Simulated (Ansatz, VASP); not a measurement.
# B3Sb2P: VASP beside Ansatz

```
CELL_PARAMETERS angstrom
3.19096 0.00000 0.00000
-1.59548 2.76345 0.00000
0.00000 0.00000 11.13479
ATOMIC_POSITIONS crystal
B 0.66667 0.33333 0.50000
B 0.00000 0.00000 0.00000
B 0.00000 0.00000 0.50000
Sb 0.33333 0.66667 0.31057
Sb 0.33333 0.66667 0.68943
P 0.66667 0.33333 0.00000
```

Change from the starting cell: species swapped into the Gd2CoNi3 type (P-6m2, No. 187).

Alike in both runs: functional PBE; k mesh 12 × 12 × 4; occupations gaussian, width 0.1 eV; no spin polarisation.

Ansatz relaxed the structure, and its values are those at the end. VASP's run is a single point on that final structure, the one shown.

|  | VASP | Ansatz |
| --- | --- | --- |
| version | VASP 6.6.1 | Ansatz 0.2.0 |
| potentials or method | VASP PAW PBE potentials, release 64 (B, Sb, P), cutoff 520 eV | scalar-relativistic, plane waves, PAW |
| valence electrons in the cell | 24 | 44 |

|  | VASP | Ansatz | Ansatz less VASP |
| --- | --- | --- | --- |
| gap on the k mesh at the Fermi level (eV) | none | none | - |
| pressure (GPa) | -0.2 | 0.0 | +0.17 |

A gap of «none» marks a metal or a gap that the smearing closes. VASP's potentials hold 24 valence electrons a cell and Ansatz's 44, so a difference there can come from the potentials and not from the codes.

Neither program's run includes spin-orbit coupling.
